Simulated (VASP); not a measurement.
MnSb, 4 atoms in the cell. It takes space group P6_3/mmc (No. 194, hexagonal). Conventional cell: a = 4.091 Å, b = 4.091 Å, c = 4.772 Å, α = 90.00°, β = 90.00°, γ = 120.00°. Mn (site symmetry -3m) has 2 Mn at 2.39 Å and 6 Sb at 2.65 Å within 3.2 Å. Sb (site symmetry -6m2) has 6 Mn at 2.65 Å and 6 Sb at 3.36 Å within 3.5 Å. 

```yaml
Program: VASP 6.6.1
Task: relaxation of shape and atoms at fixed volume
Functional: PBE
Potentials_or_basis: VASP PAW PBE potentials, release 64 (Mn_pv, Sb)
Cutoff: 600 eV
k_mesh: 12 × 12 × 8
Occupations: gaussian, width 0.05 eV
Spin: no spin polarisation
Dipole_correction: no
Further_INCAR_settings: ALGO = Normal; EDIFF = 1e-06; IBRION = 2; EDIFFG = -0.01; NSW = 60; ISIF = 4
```

Potentials or basis: VASP PAW PBE potentials, release 64 (Mn_pv, Sb).

The run is started by

```sh
$ cat potpaw_PBE.64/Mn_pv/POTCAR potpaw_PBE.64/Sb/POTCAR > POTCAR
$ mpirun -np 1 vasp_std > vasp.out
```

Hardware: 1 thread of AMD EPYC 9R45 96-Core Processor (Zen 5), on a shared host.

**Question.** How long does it take, and how much memory?

**Answer.** Wall time 4.5 min on 1 thread of AMD EPYC 9R45 96-Core Processor (Zen 5), with other jobs on the host, peak memory 0.31 GiB. Counts: scf iterations 32, k points 95, ion steps 4.
